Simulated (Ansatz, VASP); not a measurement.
## Two plane-wave programs on Rb

The input INCAR:

```
  PREC = Accurate
  ENCUT = 520
  EDIFF = 1E-7
  ISMEAR = -1
  SIGMA = 0.1
  LREAL = False
  LASPH = True
  NELM = 80
  ALGO = Normal
  ISIF = 2
  LWAVE = False
  LCHARG = False
  GGA = RP
  NBANDS = 10
```

The input KPOINTS:

```
Automatic mesh
0
Gamma
  8 8 8
```

File POSCAR:

```
Rb
1.0
    4.9646747957      0.0000000000      0.0000000000
    0.0000000000      4.9646747957      0.0000000000
    0.0000000000      0.0000000000      4.9646747957
Rb
1
Direct
    0.0000000000      0.0000000000      0.0000000000
```

Input for Ansatz:

```yaml
crystal:
  lattice:
    - [4.9646747957, 0.0, 0.0]
    - [0.0, 4.9646747957, 0.0]
    - [0.0, 0.0, 4.9646747957]
  atoms:
    - { symbol: Rb, position: [0.0, 0.0, 0.0] }
hamiltonian:
  xc: rpbe
  pseudopotentials:
    kind: paw
    azcp:
      Rb: "pseudopotentials/Rb.paw.azcp"
basis:
  ecutwfc: 420
  fft_grid_basis: typed
kpoints:
  mp_grid: { grid: [8, 8, 8], shift: [0, 0, 0] }
magnetization:
  spin_polarized: false
scf:
  occupations: { method: fermi_dirac, width: 0.1 }
  lower_state_search: "off"
output:
  stress: true
```

Alike in both runs: task single point; functional RPBE; k mesh 8 × 8 × 8; occupations fermi-dirac, width 0.1 eV; no spin polarisation.

```csv
,VASP,Ansatz
version,VASP 6.6.1,Ansatz 0.2.0
potentials or method,"VASP PAW PBE potentials, release 64 (Rb_sv), cutoff 520 eV","plane waves (420 eV) with PAW, scalar-relativistic"
valence electrons in the cell,9,9
```

|  | VASP | Ansatz | Ansatz less VASP |
| --- | --- | --- | --- |
| pressure (GPa) | -0.2 | -0.2 | 0.00 |

VASP's potentials were made for PBE, not for RPBE. The functional is the same, so the differences come from potentials, cutoffs and numerics.
